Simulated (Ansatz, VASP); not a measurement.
LiH: VASP beside Ansatz

```
CELL_PARAMETERS angstrom
0.00000 1.86990 2.03250
1.86990 0.00000 2.03250
1.86990 1.86990 0.00000
ATOMIC_POSITIONS crystal
Li 0.00000 0.00000 0.00000
H 0.50000 0.50000 0.50000
```

Change from the starting cell: strain -0.080 along x and y, +0.000 along z, atoms carried along.

Alike in both runs: task single point; functional LDA; k mesh 10 × 10 × 10; occupations gaussian, width 0.05 eV; no spin polarisation.

|  | VASP | Ansatz |
| --- | --- | --- |
| version | VASP 6.6.1 | Ansatz 0.2.0 |
| potentials or method | VASP PAW LDA potentials, release 64 (Li_sv, H), cutoff 520 eV | scalar-relativistic, plane waves, PAW |
| valence electrons in the cell | 4 | 4 |

VASP gave:

| Quantity | Value |
| --- | --- |
| gap on the k mesh at the Fermi level (eV) | 1.49 |
| least direct gap on the mesh (eV) | 2.19 |

What did Ansatz give for the same quantities?

gap on the k mesh at the Fermi level (eV): 1.50; least direct gap on the mesh (eV): 2.20.

LDA's correlation is that of Perdew and Zunger in VASP and of Perdew and Wang (1992) in Ansatz.

Noted on VASP's run: the cutoff is short for stress, so the pressure is rough.
